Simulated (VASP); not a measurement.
# Rh (R-3m) in VASP: single point with r2SCAN

Aim: the single point of Rh with r2SCAN.

All numbers are computed with VASP 6.6.1; they aren't measurements. Logs are shortened: lines on timing, memory, paths and dates and some standing lists are left out, and cuts for length are marked.

### 1 The cell of the first run

The structure is trigonal, space group R-3m (No. 166). The conventional cell has a = 2.755 Å, b = 2.755 Å, c = 6.276 Å, α = 90.00°, β = 90.00°, γ = 120.00°. Rh (site symmetry -3m) has 12 Rh at 2.63 to 2.76 Å within 3.5 Å.

### 2 Single point, r2SCAN

POSCAR

```
Rh
1.0
   -0.0909117911      1.8571980184      1.8571980184
    1.8571980184     -0.0909117911      1.8571980184
    1.8571980184      1.8571980184     -0.0909117911
Rh
1
Direct
    0.0000000000      0.0000000000      0.0000000000
```

INCAR.step1

```
SYSTEM = Rh
ALGO = Normal
EDIFF = 1E-5
ENCUT = 680
GGA = PE
GGA_COMPAT = .FALSE.
ISMEAR = 0
LASPH = .TRUE.
LCHARG = .FALSE.
LREAL = .FALSE.
LWAVE = .TRUE.
NBANDS = 14
NELM = 120
PREC = Accurate
SIGMA = 0.15
```

INCAR.step2

```
SYSTEM = Rh
ALGO = Normal
EDIFF = 1E-6
ENCUT = 680
GGA_COMPAT = .FALSE.
ISIF = 2
ISMEAR = 0
ISTART = 1
LASPH = .TRUE.
LCHARG = .FALSE.
LMIXTAU = .TRUE.
LREAL = .FALSE.
LWAVE = .FALSE.
METAGGA = R2SCAN
NBANDS = 14
NELM = 120
PREC = Accurate
SIGMA = 0.15
```

KPOINTS

```
k-points
0
G
  8 8 8
  0 0 0
```

Potentials or basis: VASP PAW PBE potentials, release 64 (Rh_sv_GW).

Command:

```console
cat potpaw_PBE.64/Rh_sv_GW/POTCAR > POTCAR
cp INCAR.step1 INCAR
mpirun -np 1 vasp_std > vasp.out
cp INCAR.step2 INCAR
mpirun -np 1 vasp_std > vasp.out
```

OUTCAR:

```text
SYSTEM = Rh
   EDIFF = 1E-6
   ENCUT = 680
   ISIF = 2
   ISMEAR = 0
   ISTART = 1
   LASPH = .TRUE.
   LREAL = .FALSE.
   METAGGA = R2SCAN
   NELM = 120
   PREC = Accurate

 ion  position               nearest neighbor table
   1  0.000  0.000  0.000-

  LATTYP: Found a trigonal (rhomboedric) cell.
 ALAT       =     2.6280475477
 COS(alpha) =     0.4505091948

  Lattice vectors:

 A1 = (  -0.0909117911,   1.8571980184,   1.8571980184)
 A2 = (   1.8571980184,  -0.0909117911,   1.8571980184)
 A3 = (   1.8571980184,   1.8571980184,  -0.0909117911)

Analysis of symmetry for initial positions (statically):
=====================================================================
 Subroutine PRICEL returns:
 Original cell was already a primitive cell.

 Routine SETGRP: Setting up the symmetry group for a
 trigonal (rhombohedral) supercell.

 Subroutine GETGRP returns: Found 12 space group operations
 (whereof 12 operations were pure point group operations)
 out of a pool of 12 trial point group operations.

The static configuration has the point symmetry D_3d.

Analysis of symmetry for dynamics (positions and initial velocities):
=====================================================================
 Subroutine PRICEL returns:
 Original cell was already a primitive cell.

 Routine SETGRP: Setting up the symmetry group for a
 trigonal (rhombohedral) supercell.

 Subroutine GETGRP returns: Found 12 space group operations
 (whereof 12 operations were pure point group operations)
 out of a pool of 12 trial point group operations.

The dynamic configuration has the point symmetry D_3d.

 Subroutine INISYM returns: Found 12 space group operations
 (whereof 12 operations are pure point group operations),
 and found     1 'primitive' translations

----------------------------------------------------------------------------------------

                                     Primitive cell

  volume of cell :      13.7516

  direct lattice vectors                    reciprocal lattice vectors
    -0.090911791  1.857198018  1.857198018    -0.250219569  0.263098518  0.263098518
     1.857198018 -0.090911791  1.857198018     0.263098518 -0.250219569  0.263098518
     1.857198018  1.857198018 -0.090911791     0.263098518  0.263098518 -0.250219569

  length of vectors
     2.628047548  2.628047548  2.628047548     0.448387659  0.448387659  0.448387659

  position of ions in fractional coordinates (direct lattice)
     0.000000000  0.000000000  0.000000000

  ion indices of the primitive-cell ions
   primitive index   ion index
                 1           1

----------------------------------------------------------------------------------------

 KPOINTS: k-points

Automatic generation of k-mesh.
 Grid dimensions read from file:
 generate k-points for:    8    8    8

 Generating k-lattice:

  Cartesian coordinates                     Fractional coordinates (reciprocal lattice)
    -0.031277446  0.032887315  0.032887315     0.125000000  0.000000000 -0.000000000
     0.032887315 -0.031277446  0.032887315     0.000000000  0.125000000 -0.000000000
     0.032887315  0.032887315 -0.031277446     0.000000000  0.000000000  0.125000000

  Length of vectors
     0.056048457  0.056048457  0.056048457

  Shift w.r.t. Gamma in fractional coordinates (k-lattice)
     0.000000000  0.000000000  0.000000000

 Subroutine IBZKPT returns following result:
 ===========================================

 Found     65 irreducible k-points:

 Following reciprocal coordinates:
            Coordinates               Weight
  0.000000  0.000000  0.000000      1.000000
  0.125000  0.000000 -0.000000      6.000000
  0.250000  0.000000 -0.000000      6.000000
  0.375000  0.000000  0.000000      6.000000
  0.500000  0.000000 -0.000000      3.000000
  0.125000  0.125000  0.000000      6.000000
[... 16 lines left out ...]
  0.250000  0.125000  0.125000      6.000000
  0.375000  0.125000  0.125000      6.000000
 [... further k-points ...]
   k-points           NKPTS =     65   k-points in BZ     NKDIM =     65   number of bands    NBANDS=     14
   number of dos      NEDOS =    301   number of ions     NIONS =      1
   total plane-waves  NPLWV =  13824
   dimension x,y,z NGX =    24 NGY =   24 NGZ =   24
   dimension x,y,z NGXF=    48 NGYF=   48 NGZF=   48
   ions per type =               1
   NGX,Y,Z   is equivalent  to a cutoff of  15.18, 15.18, 15.18 a.u.
   NGXF,Y,Z  is equivalent  to a cutoff of  30.36, 30.36, 30.36 a.u.
 SYSTEM =  Rh
   PREC   = accura    normal or accurate (medium, high low for compatibility)
   ISTART =      1    job   : 0-new  1-cont  2-samecut
   ICHARG =      0    charge: 1-file 2-atom 10-const
   ISPIN  =      1    spin polarized calculation?
   LNONCOLLINEAR =      F non collinear calculations
   LSORBIT =      F    spin-orbit coupling
   LASPH  =      T    aspherical Exc in radial PAW
   ENCUT  =  680.0 eV  49.98 Ry    7.07 a.u.   5.59  5.59  5.59*2*pi/ulx,y,z
   NELM   =    120;   NELMIN=  2; NELMDL=  0     # of ELM steps
   EDIFF  = 0.1E-05   stopping-criterion for ELM
   LREAL  =      F    real-space projection
   EDIFFG = 0.1E-04   stopping-criterion for IOM
   NSW    =      0    number of steps for IOM
   IBRION =     -1    ionic relax: 0-MD 1-quasi-New 2-CG
   NFREE  =      0    steps in history (QN), initial steepest desc. (CG)
   ISIF   =      2    stress and relaxation
   ISYM   =      2    0-nonsym 1-usesym 2-fastsym
   POTIM  = 0.5000    time-step for ionic-motion
   TEBEG  =    0.0;   TEEND  =   0.0 temperature during run
   PSTRESS=    0.0 pullay stress
   NELECT =      17.0000    total number of electrons
   NUPDOWN=      -1.0000    fix difference up-down
   EMIN   =  10.00;   EMAX   =-10.00  energy-range for DOS
   EFERMI =   0.00;   METHOD = LEGACY
   ISMEAR =     0;   SIGMA  =   0.15  broadening in eV -4-tet -1-fermi 0-gaus
   EFERMI_NEDOS =   21; number of points for ismear=-14 and -15
   IALGO  =     38    algorithm
   IMIX   =      4    mixing-type and parameters
     AMIX     =   0.40;   BMIX     =  1.00
     AMIX_MAG =   1.60;   BMIX_MAG =  1.00
  volume/ion in A,a.u.               =      13.75        92.80
  Fermi-wavevector in a.u.,A,eV,Ry     =   1.757007  3.320261 42.002167  3.087072
  Thomas-Fermi vector in A             =   2.826445
   LORBIT       =      0    0 simple, 1 ext, 2 COOP (PROOUT), +10 PAW based schemes
   METAGGA = R2SCAN    functional components
   LHFCALC =     F    Hartree Fock is set to
   AEXX    =    0.0000 exact exchange contribution
   IVDW    =     0    specifies the selected vdW correction
   LEPSILON=     F    determine dielectric tensor
   LRPA    =     F    only Hartree local field effects (RPA)
 non-spin polarized calculation
 Gauss-broadening in eV      SIGMA  =   0.15
  energy-cutoff  :      680.00
  volume of cell :       13.75
 maximum number of plane-waves:       564
 NGX is ok and might be reduce to    24
   NGX = 11   NGY = 11   NGZ = 11

 number of electron      16.9999999 magnetization

 Free energy of the ion-electron system (eV)
  ---------------------------------------------------
  ext. energy  EPLUGINS =         0.00000000
  ---------------------------------------------------
  free energy    TOTEN  =       -23.21310047 eV

  energy without entropy =      -23.19231344  energy(sigma->0) =      -23.20270696

 E-fermi :  10.7473     XC(G=0): -15.2497

 val. band max:       10.7372400404   @ k =   0.3750   0.3750   0.0000
 cond. band min:      10.7487451000   @ k =  -0.3750   0.2500  -0.0000
 fundamental gap:      0.0115050596
 Fermi energy:        10.7472876613

 k-point     1 :       0.0000    0.0000    0.0000
  band No.  band energies     occupation
      1     -70.4447      2.00000
      2     -37.0726      2.00000
      3     -37.0726      2.00000
      4     -37.0639      2.00000
      5       2.5553      2.00000
      6       7.1633      2.00000
      7       7.1633      2.00000
      8       8.1617      2.00000
      9       9.7221      2.00000
     10       9.7221      2.00000
     11      27.0985      0.00000
     12      32.0872      0.00000
     13      32.0872      0.00000
     14      34.4918      0.00000

 k-point     2 :       0.1250    0.0000   -0.0000
  band No.  band energies     occupation
      1     -70.4281      2.00000
      2     -37.1864      2.00000
      3     -37.0823      2.00000
      4     -37.0812      2.00000
      5       3.1572      2.00000
      6       7.0614      2.00000
      7       7.2948      2.00000
      8       8.3095      2.00000
      9       9.6441      2.00000
     10       9.6506      2.00000
     11      27.8390      0.00000
     12      29.9910      0.00000
     13      33.0799      0.00000
     14      35.0584      0.00000

 k-point     3 :       0.2500    0.0000   -0.0000
  band No.  band energies     occupation
      1     -70.3876      2.00000
      2     -37.4606      2.00000
      3     -37.1187      2.00000
      4     -37.1058      2.00000
      5       4.3188      2.00000
      6       7.3299      2.00000
      7       7.3425      2.00000
      8       8.4370      2.00000
      9       9.8493      2.00000
     10       9.9932      2.00000
     11      26.0627      0.00000
     12      28.7744      0.00000
     13      35.5632      0.00000
     14      36.7496      0.00000
[... 324 lines left out ...]
 k-point    23 :       0.2500    0.1250    0.1250
  band No.  band energies     occupation
      1     -70.3929      2.00000
      2     -37.3704      2.00000
      3     -37.1542      2.00000
      4     -37.0959      2.00000
      5       4.1864      2.00000
      6       6.9698      2.00000
      7       7.7975      2.00000
      8       8.3269      2.00000
      9       8.9417      2.00000
     10      10.0126      2.00000
     11      28.4775      0.00000
     12      29.7592      0.00000
     13      32.7191      0.00000
     14      35.4524      0.00000

 k-point    24 :       0.3750    0.1250    0.1250
  band No.  band energies     occupation
      1     -70.3524      2.00000
      2     -37.6137      2.00000
      3     -37.2180      2.00000
      4     -37.1194      2.00000
      5       5.1562      2.00000
      6       7.1143      2.00000
      7       7.7080      2.00000
      8       8.1267      2.00000
      9       9.3240      2.00000
     10      11.6633      0.00000
     11      24.9602      0.00000
     12      29.2038      0.00000
     13      33.1654      0.00000
     14      34.5826      0.00000

 [... further k-points ...]

------------------------ aborting loop because EDIFF is reached ----------------------------------------

  FORCE on cell =-STRESS in cart. coord.  units (eV):
  Direction    XX          YY          ZZ          XY          YZ          ZX
  --------------------------------------------------------------------------------------
  -------------------------------------------------------------------------------------
  Total        0.1795330      0.1795330      0.1795330      0.7652949      0.7652949      0.7652949
  in kB       20.9171124     20.9171124     20.9171124     89.1633027     89.1633027     89.1633027
  external PRESSURE =      20.9171124 kB  Pullay stress =       0.0000000 kB

 VOLUME and BASIS-vectors are now :
 -----------------------------------------------------------------------------
  energy-cutoff  :      680.00
  volume of cell :       13.75
      direct lattice vectors                 reciprocal lattice vectors
    -0.090911791  1.857198018  1.857198018    -0.250219569  0.263098518  0.263098518
     1.857198018 -0.090911791  1.857198018     0.263098518 -0.250219569  0.263098518
     1.857198018  1.857198018 -0.090911791     0.263098518  0.263098518 -0.250219569

 POSITION                                       TOTAL-FORCE (eV/Angst)
 -----------------------------------------------------------------------------------
      0.00000      0.00000      0.00000         0.000000     -0.000000     -0.000000
 -----------------------------------------------------------------------------------
    total drift:                                0.000000      0.000000      0.000000

  FREE ENERGIE OF THE ION-ELECTRON SYSTEM (eV)
  ---------------------------------------------------
  free  energy   TOTEN  =       -23.2131004749 eV

  energy  without entropy=      -23.1923134354  energy(sigma->0) =      -23.20270696
```

Run time: 25 s. Hardware: 1 thread of Intel Xeon 6975P-C (Granite Rapids), shared host; peak memory 0.16 GiB.

Results:

```
Free energy            : -23.2131 eV
Pressure               : 2.1 GPa
Band gap on the k mesh : zero (an odd number of electrons rules out a gap without spin polarisation)
```

Caveat: the PAW data sets were made with another functional, which shifts forces and pressure a little.
